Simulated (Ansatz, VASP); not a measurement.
# Two plane-wave programs on InP

Contents of INCAR:

```
  PREC = Accurate
  ENCUT = 520
  EDIFF = 1E-6
  ISMEAR = 0
  SIGMA = 0.15
  LREAL = F
  LASPH = T
  NELM = 100
  ALGO = Normal
  ISIF = 2
  LWAVE = F
  LCHARG = F
  GGA = PS
  NBANDS = 16
```

KPOINTS

```
regular mesh
0
Gamma
  6 6 6
```

File POSCAR:

```
InP
1.0
    0.0000000000      2.7657221691      3.0422943860
    2.7657221691      0.0000000000      3.0422943860
    2.7657221691      2.7657221691      0.0000000000
In P
1 1
Direct
    0.0000000000      0.0000000000      0.0000000000
    0.5000000000      0.5000000000      0.5000000000
```

Input for Ansatz:

```yaml
crystal:
  lattice:
    - [0.0, 2.7657221691, 3.042294386]
    - [2.7657221691, 0.0, 3.042294386]
    - [2.7657221691, 2.7657221691, 0.0]
  atoms:
    - { symbol: In, position: [0.0, 0.0, 0.0] }
    - { symbol: P, position: [0.5, 0.5, 0.5] }
basis:
  ecutwfc: 420
kpoints:
  mp_grid: { grid: [6, 6, 6] }
hamiltonian:
  xc: pbesol
scf:
  occupations: { method: gaussian, width: 0.15 }
output:
  forces: true
  stress: true
  eigenvalues: true
```

Alike in both runs: task single point; functional PBEsol; k mesh 6 × 6 × 6; occupations gaussian, width 0.15 eV; no spin polarisation.

|  | VASP | Ansatz |
| --- | --- | --- |
| version | VASP 6.6.1 | Ansatz 0.2.0 |
| potentials or method | VASP PAW PBE potentials, release 64 (In_d, P), cutoff 520 eV | scalar-relativistic, plane waves, PAW |
| valence electrons in the cell | 18 | 18 |

|  | VASP | Ansatz | Ansatz less VASP |
| --- | --- | --- | --- |
| gap on the k mesh at the Fermi level (eV) | none | none | - |
| pressure (GPa) | -7.2 | -7.2 | -0.01 |
| traceless stress, the component that is largest in VASP (GPa) | -2.82 | -2.81 | +0.009 |

VASP's potentials were made for PBE, not for PBEsol. A gap of «none» marks a metal or a gap that the smearing closes.
